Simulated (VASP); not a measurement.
Crystal: Y.

```
CELL_PARAMETERS angstrom
3.64740 0.00000 0.00000
-1.82370 3.15874 0.00000
0.00000 0.00000 5.73060
ATOMIC_POSITIONS crystal
Y 0.33333 0.66667 0.25000
Y 0.66667 0.33333 0.75000
```

```yaml
Program: VASP 6.6.1
Task: relaxation of cell and atoms
Functional: PBEsol
Potentials_or_basis: VASP PAW PBE potentials, release 64 (Y_sv)
Cutoff: 600 eV
k_mesh: 15 × 15 × 8
Occupations: fermi-dirac, width 0.05 eV
Spin: no spin polarisation
```

At the start: pressure -2.2 GPa; volume 33.01 Å³/atom.

Task: Where does the relaxation end?

Result: Over 6 steps the energy falls by 13.3 meV/atom and the volume is 31.23 Å³/atom (-5.4 %); space group P6_3/mmc (No. 194, to 0.1 Å) before and after.

Step by step:
```tsv
step	energy change (eV)	largest force (eV/Å)	pressure (GPa)	volume (Å³)
1	0.0000	0.0000	-2.19	66.02
2	-0.0255	0.0000	0.38	61.81
3	-0.0262	0.0000	0.05	62.36
4	-0.0262	0.0000	-0.01	62.43
5	-0.0264	0.0000	-0.01	62.45
6	-0.0265	0.0000	-0.02	62.47
```

Final structure:
```
CELL_PARAMETERS angstrom
3.59485 0.00000 0.00000
-1.79743 3.11323 0.00000
0.00000 0.00000 5.58177
ATOMIC_POSITIONS crystal
Y 0.33333 0.66667 0.25000
Y 0.66667 0.33333 0.75000
```

Caveat: the PAW data sets were made with another functional, which shifts forces and pressure a little.
